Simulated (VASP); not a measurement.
# ZnS (P1) in VASP: single point with PBE

Aim: the single point of ZnS with PBE.

Program: VASP 6.6.1. These are calculated values, not measurements. Logs are shortened: lines on timing, memory, paths and dates and some standing lists are left out, and cuts for length are marked.

## 1. The cell of the first run

The typed cell holds 12 atoms: a = 3.846 Å, b = 3.846 Å, c = 19.071 Å, α = 83.63°, β = 83.05°, γ = 60.00°.

## 2. Single point, PBE (the part above a cut slid along it)

Contents of INCAR:

```
ALGO     = Normal         # electronic algorithm
EDIFF    = 1E-6           # SCF threshold, eV
ENCUT    = 520            # plane-wave cutoff, eV
GGA      = PE             # functional
ISIF     = 2              # what is computed and relaxed
ISMEAR   = 0              # smearing method
KPAR     = 4            
LASPH    = True           # aspherical terms in the spheres
LCHARG   = False          # write CHGCAR
LREAL    = False          # projectors in reciprocal space
LWAVE    = False          # write WAVECAR
NBANDS   = 66             # bands
NELM     = 80             # most SCF steps
PREC     = Accurate       # precision mode
SIGMA    = 0.05           # smearing width, eV
```

Contents of KPOINTS:

```
k-points
0
Gamma
  8 8 2
```

Contents of POSCAR:

```
ZnS
1.0
   -3.8462043731      0.0000000000      0.0000000000
   -1.9231021865     -3.3309106952      0.0000000000
   -2.3077226238     -1.1103035651     18.8985751533
Zn S
6 6
Direct
   -0.0770478392      0.0000170468      0.7706488596
    0.4729521608      0.5000170468      0.2706488596
    0.3284650007      0.3888730775      0.6040807676
    0.8784650007      0.8888730775      0.1040807676
    0.1839841438      0.2777339568      0.9374981296
    0.7339841438      0.7777339568      0.4374981296
    0.4187881800      0.4583524461      0.3956426616
    0.8687881800      0.9583524461      0.8956426616
    0.2298254860      0.2360734508      0.0624796476
    0.6798254860      0.7360734508      0.5624796476
    0.2744031286      0.3472870220      0.7288389341
    0.8244031286      0.8472870220      0.2288389341
```

Potentials or basis: VASP PAW PBE potentials, release 64 (Zn, S).

Started as:

```bash
cat potpaw_PBE.64/Zn/POTCAR potpaw_PBE.64/S/POTCAR > POTCAR
mpirun -np 4 vasp_std > vasp.out
```

OUTCAR:

```text
EDIFF = 1E-6
   ENCUT = 520
   GGA = PE
   ISIF = 2
   ISMEAR = 0
   LASPH = True
   LREAL = False
   NELM = 80
   PREC = Accurate

 ion  position               nearest neighbor table
   1  0.923  0.000  0.771-  11 2.36  11 2.36  11 2.36   8 2.36
   2  0.473  0.500  0.271-  12 2.36  12 2.36  12 2.36   7 2.36
   3  0.328  0.389  0.604-  10 2.36  10 2.36  10 2.36  11 2.36
   4  0.878  0.889  0.104-   9 2.36   9 2.36   9 2.36  12 2.36
   5  0.184  0.278  0.937-   8 2.36   8 2.36   8 2.36   9 2.39
   6  0.734  0.778  0.437-   7 2.36   7 2.36   7 2.36  10 2.36
   7  0.419  0.458  0.396-   6 2.36   6 2.36   6 2.36   2 2.36
   8  0.869  0.958  0.896-   5 2.36   5 2.36   5 2.36   1 2.36
   9  0.230  0.236  0.062-   4 2.36   4 2.36   4 2.36   5 2.39
  10  0.680  0.736  0.562-   3 2.36   3 2.36   3 2.36   6 2.36
  11  0.274  0.347  0.729-   1 2.36   1 2.36   1 2.36   3 2.36
  12  0.824  0.847  0.229-   2 2.36   2 2.36   2 2.36   4 2.36

  Warning from LATTYP: Got some problem with cell dimensions!
  Tried to take original basis but could not verify dimensions!
  LATTYP: Found a triclinic cell.
 ALAT       =     6.6618213905
 B/A-ratio  =     0.5773502692
 C/A-ratio  =     2.8627757071
 COS(alpha) =     0.0100837496
 COS(beta)  =     0.0756841223
 COS(gamma) =     0.8660254038

  Lattice vectors:

 A1 = (   5.7693065597,  -3.3309106952,   0.0000000000)
 A2 = (   1.9231021866,  -3.3309106952,   0.0000000000)
 A3 = (   2.3077226238,   1.1103035651, -18.8985751533)

Analysis of symmetry for initial positions (statically):
=====================================================================
 Subroutine PRICEL returns:
 Original cell was already a primitive cell.

 Routine SETGRP: Setting up the symmetry group for a
 triclinic supercell.

 Subroutine GETGRP returns: Found  1 space group operations
 (whereof  1 operations were pure point group operations)
 out of a pool of  2 trial point group operations.

The static configuration has the point symmetry C_1 .

Analysis of symmetry for dynamics (positions and initial velocities):
=====================================================================
 Subroutine PRICEL returns:
 Original cell was already a primitive cell.

 Routine SETGRP: Setting up the symmetry group for a
 triclinic supercell.

 Subroutine GETGRP returns: Found  1 space group operations
 (whereof  1 operations were pure point group operations)
 out of a pool of  2 trial point group operations.

The dynamic configuration has the point symmetry C_1 .

 Subroutine INISYM returns: Found  1 space group operations
 (whereof  1 operations are pure point group operations),
 and found     1 'primitive' translations

----------------------------------------------------------------------------------------

                                     Primitive cell

  volume of cell :     242.1165

  direct lattice vectors                    reciprocal lattice vectors
    -3.846204373  0.000000000  0.000000000    -0.259996584  0.150109098 -0.022929418
    -1.923102186 -3.330910695  0.000000000     0.000000000 -0.300218196 -0.017638014
    -2.307722624 -1.110303565 18.898575153     0.000000000  0.000000000  0.052914042

  length of vectors
     3.846204373  3.846204373 19.071300442     0.301092550  0.300735872  0.052914042

  position of ions in fractional coordinates (direct lattice)
     0.922952161  0.000017047  0.770648860
     0.472952161  0.500017047  0.270648860
     0.328465001  0.388873078  0.604080768
     0.878465001  0.888873078  0.104080768
     0.183984144  0.277733957  0.937498130
     0.733984144  0.777733957  0.437498130
     0.418788180  0.458352446  0.395642662
     0.868788180  0.958352446  0.895642662
     0.229825486  0.236073451  0.062479648
     0.679825486  0.736073451  0.562479648
     0.274403129  0.347287022  0.728838934
     0.824403129  0.847287022  0.228838934

  ion indices of the primitive-cell ions
   primitive index   ion index
                 1           1
                 2           2
                 3           3
                 4           4
                 5           5
                 6           6
                 7           7
                 8           8
                 9           9
                10          10
                11          11
                12          12

----------------------------------------------------------------------------------------

 KPOINTS: k-points

Automatic generation of k-mesh.
 Grid dimensions read from file:
 generate k-points for:    8    8    2

 Generating k-lattice:

  Cartesian coordinates                     Fractional coordinates (reciprocal lattice)
    -0.032499573  0.018763637 -0.002866177     0.125000000  0.000000000  0.000000000
     0.000000000 -0.037527275 -0.002204752     0.000000000  0.125000000 -0.000000000
     0.000000000  0.000000000  0.026457021     0.000000000  0.000000000  0.500000000

  Length of vectors
     0.037636569  0.037591984  0.026457021

  Shift w.r.t. Gamma in fractional coordinates (k-lattice)
     0.000000000  0.000000000  0.000000000

 Subroutine IBZKPT returns following result:
 ===========================================

 Found     68 irreducible k-points:

 Following reciprocal coordinates:
            Coordinates               Weight
  0.000000  0.000000  0.000000      1.000000
  0.125000  0.000000 -0.000000      2.000000
  0.250000  0.000000 -0.000000      2.000000
  0.375000 -0.000000 -0.000000      2.000000
  0.500000  0.000000 -0.000000      1.000000
  0.000000  0.125000  0.000000      2.000000
[... 16 lines left out ...]
  0.125000  0.375000  0.000000      2.000000
  0.250000  0.375000 -0.000000      2.000000
 [... further k-points ...]
   k-points           NKPTS =     68   k-points in BZ     NKDIM =     68   number of bands    NBANDS=     66
   number of dos      NEDOS =    301   number of ions     NIONS =     12
   total plane-waves  NPLWV = 129600
   dimension x,y,z NGX =    30 NGY =   30 NGZ =  144
   dimension x,y,z NGXF=    60 NGYF=   60 NGZF=  288
   ions per type =               6   6
   NGX,Y,Z   is equivalent  to a cutoff of  12.97, 12.97, 12.55 a.u.
   NGXF,Y,Z  is equivalent  to a cutoff of  25.93, 25.93, 25.11 a.u.
 SYSTEM =  unknown system
   PREC   = accura    normal or accurate (medium, high low for compatibility)
   ISTART =      0    job   : 0-new  1-cont  2-samecut
   ICHARG =      2    charge: 1-file 2-atom 10-const
   ISPIN  =      1    spin polarized calculation?
   LNONCOLLINEAR =      F non collinear calculations
   LSORBIT =      F    spin-orbit coupling
   LASPH  =      T    aspherical Exc in radial PAW
   ENCUT  =  520.0 eV  38.22 Ry    6.18 a.u.   7.15  7.15 35.46*2*pi/ulx,y,z
   NELM   =     80;   NELMIN=  2; NELMDL= -5     # of ELM steps
   EDIFF  = 0.1E-05   stopping-criterion for ELM
   LREAL  =      F    real-space projection
   EDIFFG = 0.1E-04   stopping-criterion for IOM
   NSW    =      0    number of steps for IOM
   IBRION =     -1    ionic relax: 0-MD 1-quasi-New 2-CG
   NFREE  =      0    steps in history (QN), initial steepest desc. (CG)
   ISIF   =      2    stress and relaxation
   ISYM   =      2    0-nonsym 1-usesym 2-fastsym
   POTIM  = 0.5000    time-step for ionic-motion
   TEBEG  =    0.0;   TEEND  =   0.0 temperature during run
   PSTRESS=    0.0 pullay stress
   NELECT =     108.0000    total number of electrons
   NUPDOWN=      -1.0000    fix difference up-down
   EMIN   =  10.00;   EMAX   =-10.00  energy-range for DOS
   EFERMI =   0.00;   METHOD = LEGACY
   ISMEAR =     0;   SIGMA  =   0.05  broadening in eV -4-tet -1-fermi 0-gaus
   EFERMI_NEDOS =   21; number of points for ismear=-14 and -15
   IALGO  =     38    algorithm
   IMIX   =      4    mixing-type and parameters
     AMIX     =   0.40;   BMIX     =  1.00
     AMIX_MAG =   1.60;   BMIX_MAG =  1.00
  volume/ion in A,a.u.               =      20.18       136.16
  Fermi-wavevector in a.u.,A,eV,Ry     =   1.250858  2.363779 21.288291  1.564645
  Thomas-Fermi vector in A             =   2.384832
   LORBIT       =      0    0 simple, 1 ext, 2 COOP (PROOUT), +10 PAW based schemes
   GGA     = PE    functional components
   LHFCALC =     F    Hartree Fock is set to
   AEXX    =    0.0000 exact exchange contribution
   IVDW    =     0    specifies the selected vdW correction
   LEPSILON=     F    determine dielectric tensor
   LRPA    =     F    only Hartree local field effects (RPA)
 non-spin polarized calculation
 Gauss-broadening in eV      SIGMA  =   0.05
  energy-cutoff  :      520.00
  volume of cell :      242.12
 maximum number of plane-waves:      6557
 NGX is ok and might be reduce to    30
   NGX = 15   NGY = 15   NGZ = 71

 number of electron     108.0000006 magnetization

 Free energy of the ion-electron system (eV)
  ---------------------------------------------------
  ext. energy  EPLUGINS =         0.00000000
  ---------------------------------------------------
  free energy    TOTEN  =       -41.04676023 eV

  energy without entropy =      -41.04676023  energy(sigma->0) =      -41.04676023

 E-fermi :   2.1500     XC(G=0):  -9.5229

 val. band max:        1.9368922104   @ k =   0.0000   0.0000   0.0000
 cond. band min:       3.9561605897   @ k =   0.0000   0.0000   0.0000
 fundamental gap:      2.0192683793
 Fermi energy:         2.1499794634

 k-point     1 :       0.0000    0.0000    0.0000
  band No.  band energies     occupation
      1     -11.0893      2.00000
      2     -10.8996      2.00000
      3     -10.8822      2.00000
      4     -10.4606      2.00000
      5     -10.4395      2.00000
      6     -10.1951      2.00000
[... 58 lines left out ...]
     65       8.3809      0.00000
     66       8.4073      0.00000

 k-point     2 :       0.1250    0.0000   -0.0000
  band No.  band energies     occupation
      1     -10.9881      2.00000
      2     -10.8194      2.00000
      3     -10.7763      2.00000
      4     -10.4052      2.00000
      5     -10.3544      2.00000
      6     -10.1409      2.00000
[... 58 lines left out ...]
     65       8.5452      0.00000
     66       8.5705      0.00000

 k-point     3 :       0.2500    0.0000   -0.0000
  band No.  band energies     occupation
      1     -10.7169      2.00000
      2     -10.5912      2.00000
      3     -10.5146      2.00000
      4     -10.2501      2.00000
      5     -10.1634      2.00000
      6     -10.0160      2.00000
[... 1438 lines left out ...]
     65       8.0929      0.00000
     66       8.4664      0.00000

 k-point    24 :       0.2500    0.3750   -0.0000
  band No.  band energies     occupation
      1     -10.4978      2.00000
      2     -10.4120      2.00000
      3     -10.3087      2.00000
      4     -10.1388      2.00000
      5     -10.0275      2.00000
      6      -9.9324      2.00000
[... 58 lines left out ...]
     65       8.1256      0.00000
     66       8.3465      0.00000

 [... further k-points ...]
[... 5 lines left out ...]
  --------------------------------------------------------------------------------------
  -------------------------------------------------------------------------------------
  Total        0.1586964      0.2749420      0.0971168     -0.2897557     -0.0540021      0.7776441
  in kB        1.0501546      1.8193959      0.6426588     -1.9174237     -0.3573524      5.1459674
  external PRESSURE =       1.1707365 kB  Pullay stress =       0.0000000 kB

 VOLUME and BASIS-vectors are now :
 -----------------------------------------------------------------------------
  energy-cutoff  :      520.00
  volume of cell :      242.12
      direct lattice vectors                 reciprocal lattice vectors
    -3.846204373  0.000000000  0.000000000    -0.259996584  0.150109098 -0.022929418
    -1.923102186 -3.330910695  0.000000000     0.000000000 -0.300218196 -0.017638014
    -2.307722624 -1.110303565 18.898575153     0.000000000  0.000000000  0.052914042

 POSITION                                       TOTAL-FORCE (eV/Angst)
 -----------------------------------------------------------------------------------
     -5.32834     -0.85571     14.56417        -0.017918      0.002963     -0.006716
     -3.40524     -1.96601      5.11488        -0.005761      0.000646     -0.006758
     -3.40524     -1.96601     11.41627        -0.000536      0.000861     -0.005410
     -5.32834     -3.07632      1.96698        -0.031177      0.019431      0.014336
     -3.40524     -1.96601     17.71738        -0.114278     -0.006077      0.089965
     -5.32834     -3.07632      8.26809        -0.000431     -0.000848     -0.005101
     -3.40524     -1.96601      7.47708         0.001893     -0.000193      0.006550
     -7.25144     -4.18662     16.92637        -0.107938      0.015404      0.007070
     -1.48213     -0.85571      1.18078         0.253382     -0.030637     -0.111506
     -5.32834     -3.07632     10.63006        -0.000435      0.000045      0.004272
     -3.40524     -1.96601     13.77402        -0.002380      0.001086      0.004664
     -5.32834     -3.07632      4.32473         0.025580     -0.002681      0.008634
 -----------------------------------------------------------------------------------
    total drift:                                0.000243      0.000076     -0.000287

  FREE ENERGIE OF THE ION-ELECTRON SYSTEM (eV)
  ---------------------------------------------------
  free  energy   TOTEN  =       -41.0467602264 eV

  energy  without entropy=      -41.0467602264  energy(sigma->0) =      -41.04676023
```

Run time: 8.5 min. Hardware: 4 MPI ranks of Oxide Virtual Turin-like, shared host; peak memory 0.86 GiB.

What came out:

| Quantity | Value |
| --- | --- |
| Free energy | -41.0468 eV |
| Pressure | 0.1 GPa |
| Largest force | 0.279 eV/Å |
| Band gap on the k mesh | 2.02 eV |

Forces on the atoms (eV/Å):
```
Zn  -0.018  0.003 -0.007
Zn  -0.006  0.001 -0.007
Zn  -0.001  0.001 -0.005
Zn  -0.031  0.019  0.014
Zn  -0.114 -0.006  0.090
Zn   0.000 -0.001 -0.005
S    0.002  0.000  0.007
S   -0.108  0.015  0.007
S    0.253 -0.031 -0.112
S    0.000  0.000  0.004
S   -0.002  0.001  0.005
S    0.026 -0.003  0.009
```

Caveat: the cell differs from its parent crystal (the part above a cut slid along it).
